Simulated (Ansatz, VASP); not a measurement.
**One calculation of Al, two programs**

```
Al
1.0
     2.70150    0.00000    0.00000
     0.00000    2.70150    0.00000
     0.00000    0.00000    2.70150
Al
1
Direct
  0.00000 0.00000 0.00000
```

Alike in both runs: functional PBEsol; k mesh 20 × 20 × 20; occupations gaussian, width 0.1 eV; no spin polarisation.

Ansatz relaxed the structure, and its values are those at the end. VASP's run is a single point on that final structure, the one shown.

```csv
,VASP,Ansatz
version,VASP 6.6.1,Ansatz 0.2.0
potentials or method,"VASP PAW PBE potentials, release 64 (Al), cutoff 520 eV","scalar-relativistic, plane waves, PAW"
valence electrons in the cell,3,3
```

Ansatz gave:

| Item | Value |
| --- | --- |
| gap on the k mesh at the Fermi level (eV) | none |
| pressure (GPa) | 0.0 |

Problem. What did VASP give for the same quantities?

Solution. gap on the k mesh at the Fermi level (eV): none; pressure (GPa): 0.1.

VASP's potentials were made for PBE, not for PBEsol. A gap of «none» marks a metal or a gap that the smearing closes.
